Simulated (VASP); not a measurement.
Input of a VASP 6.6.1 run:

The input INCAR:

```
PREC     = Accurate       # precision mode
ENCUT    = 520            # plane-wave cutoff, eV
EDIFF    = 1E-6           # SCF threshold, eV
ISMEAR   = -1             # smearing method
SIGMA    = 0.1            # smearing width, eV
LREAL    = F              # projectors in reciprocal space
LASPH    = T              # aspherical terms in the spheres
NELM     = 60             # most SCF steps
ALGO     = Normal         # electronic algorithm
ISIF     = 2              # what is computed and relaxed
LWAVE    = F              # write WAVECAR
LCHARG   = F              # write CHGCAR
GGA      = PE             # functional
NBANDS   = 11             # bands
```

The input KPOINTS:

```
regular mesh
0
Gamma
  9 9 9
```

POSCAR

```
Ba
1.0
    4.0061800489      0.0000000000      0.0000000000
    0.0000000000      4.0061800489      0.0000000000
    0.0000000000      0.0000000000      4.0061800489
Ba
1
Direct
    0.0000000000      0.0000000000      0.0000000000
```

Potentials or basis: VASP PAW PBE potentials, release 64 (Ba_sv).

The run is started by

```console
$ cat potpaw_PBE.64/Ba_sv/POTCAR > POTCAR
$ mpirun -np 1 vasp_std > vasp.out
```

(1) Predict the band gap on the k mesh.

(2) Estimate the pressure.

## Answers

(1) 0.11 eV, indirect (least direct gap 0.13 eV).

(2) -0.1 GPa.

Caveat: spin-orbit coupling is left out, which moves the levels of the heavy elements.
